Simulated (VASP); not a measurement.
A run of VASP 6.6.1 is set up as follows.

File INCAR:

```
  PREC = Accurate
  ENCUT = 520
  EDIFF = 1E-6
  ISMEAR = 0
  SIGMA = 0.02
  LREAL = F
  LASPH = T
  NELM = 60
  ALGO = Normal
  ISIF = 2
  LWAVE = F
  LCHARG = F
  GGA = PS
  NBANDS = 18
```

KPOINTS

```
regular mesh
0
Gamma
  8 8 8
```

POSCAR

```
HfO2
1.0
    0.0000000000      2.5219532047      2.5219532047
    2.5219532047      0.0000000000      2.5219532047
    2.5219532047      2.5219532047      0.0000000000
Hf O
1 2
Direct
    0.0000000000      0.0000000000      0.0000000000
    0.2500000000      0.2500000000      0.2500000000
    0.7500000000      0.7500000000      0.7500000000
```

Potentials or basis: VASP PAW PBE potentials, release 64 (Hf_pv, O).

The run is started by

```console
$ cat potpaw_PBE.64/Hf_pv/POTCAR potpaw_PBE.64/O/POTCAR > POTCAR
$ mpirun -np 1 vasp_std > vasp.out
```

Task: What does it give for the pressure?

Result: -3.7 GPa.

Task: Predict the band gap on the k mesh.

Result: 3.71 eV, direct.

Caveat: the PAW data sets were made with another functional, which shifts forces and pressure a little; spin-orbit coupling is left out, which moves the levels of the heavy elements. Expect the measured gap to be larger: semilocal functionals such as PBEsol lack the derivative discontinuity.
